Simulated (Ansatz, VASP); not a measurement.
One calculation of Sn3Se, two programs

INCAR

```
SYSTEM = Sn3Se
PREC = Accurate ; ENCUT = 520
EDIFF = 1E-6 ; ISMEAR = -1
SIGMA = 0.05 ; LREAL = .FALSE.
LASPH = .TRUE. ; NELM = 80
ALGO = Normal ; ISIF = 2
LWAVE = .FALSE. ; LCHARG = .FALSE.
GGA = PE ; NBANDS = 32
```

The input KPOINTS:

```
regular mesh
0
G
  6 6 6
  0 0 0
```

POSCAR

```
Sn3Se
1.0
    4.8348806308      0.0000000000      0.0000000000
    0.0000000000      4.8348806308      0.0000000000
    0.0000000000      0.0000000000      4.8348806308
Sn Se
3 1
Direct
    0.5000000000      0.5000000000      0.0000000000
    0.5000000000      0.0000000000      0.5000000000
    0.0000000000      0.5000000000      0.5000000000
    0.0000000000      0.0000000000      0.0000000000
```

input.yaml

```yaml
crystal:
  lattice:
    - [4.8348806308, 0.0, 0.0]
    - [0.0, 4.8348806308, 0.0]
    - [0.0, 0.0, 4.8348806308]
  atoms:
    - { symbol: Sn, position: [0.5, 0.5, 0.0] }
    - { symbol: Sn, position: [0.5, 0.0, 0.5] }
    - { symbol: Sn, position: [0.0, 0.5, 0.5] }
    - { symbol: Se, position: [0.0, 0.0, 0.0] }
hamiltonian:
  xc: pbe
  pseudopotentials: { kind: paw }
kpoints:
  mp_grid: { grid: [6, 6, 6] }
scf:
  occupations: { method: fermi_dirac, width: 0.05 }
output:
  forces: true
  stress: true
  eigenvalues: true
```

Alike in both runs: task single point; functional PBE; k mesh 6 × 6 × 6; occupations fermi-dirac, width 0.05 eV; no spin polarisation.

|  | VASP | Ansatz |
| --- | --- | --- |
| version | VASP 6.6.1 | Ansatz 0.2.0 |
| potentials or method | VASP PAW PBE potentials, release 64 (Sn_d, Se) | Ansatz PAW |
| plane-wave cutoff (eV) | 520 | 420 |
| valence electrons in the cell | 48 | 58 |

|  | VASP | Ansatz | Ansatz less VASP |
| --- | --- | --- | --- |
| gap on the k mesh at the Fermi level (eV) | none | none | - |
| pressure (GPa) | -2.3 | -2.2 | +0.04 |

A gap of «none» marks a metal or a gap that the smearing closes. VASP's potentials hold 48 valence electrons a cell and Ansatz's 58, so a difference there can come from the potentials and not from the codes.
